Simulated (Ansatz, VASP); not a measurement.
**One calculation of ZnS, two programs**

```
Zn S
1.0
     3.89767    0.00000    0.00000
    -1.94884    3.37548    0.00000
     0.00000    0.00000   12.76555
Zn S
4 4
Direct
  0.66667 0.33333 0.75000
  0.33333 0.66667 0.25000
  0.00000 0.00000 0.50000
  0.00000 0.00000 0.00000
  0.66667 0.33333 0.93750
  0.33333 0.66667 0.43750
  0.00000 0.00000 0.68750
  0.00000 0.00000 0.18750
```

Change from the starting cell: volume scaled by 1.06.

Alike in both runs: task single point; functional PBEsol; k mesh 8 × 8 × 3; occupations fermi-dirac, width 0.05 eV; no spin polarisation.

|  | VASP | Ansatz |
| --- | --- | --- |
| version | VASP 6.6.1 | Ansatz 0.2.0 |
| potentials or method | VASP PAW PBE potentials, release 64 (Zn, S), cutoff 520 eV | all-electron LAPW, scalar-relativistic |

```tsv
	VASP	Ansatz	Ansatz less VASP
gap on the k mesh at the Fermi level (eV)	1.75	1.75	+0.001
least direct gap on the mesh (eV)	1.75	1.75	+0.001
pressure (GPa)	-5.6	-5.7	-0.13
traceless stress, the component that is largest in VASP (GPa)	-0.09	-0.09	-0.004
rms of the force components (eV/Å)	0.010	0.010	-0.0001
```

VASP's potentials were made for PBE, not for PBEsol. Atom by atom the forces differ by 0.000 eV/Å (rms over components). Ansatz ran all-electron here, and VASP with PAW potentials.
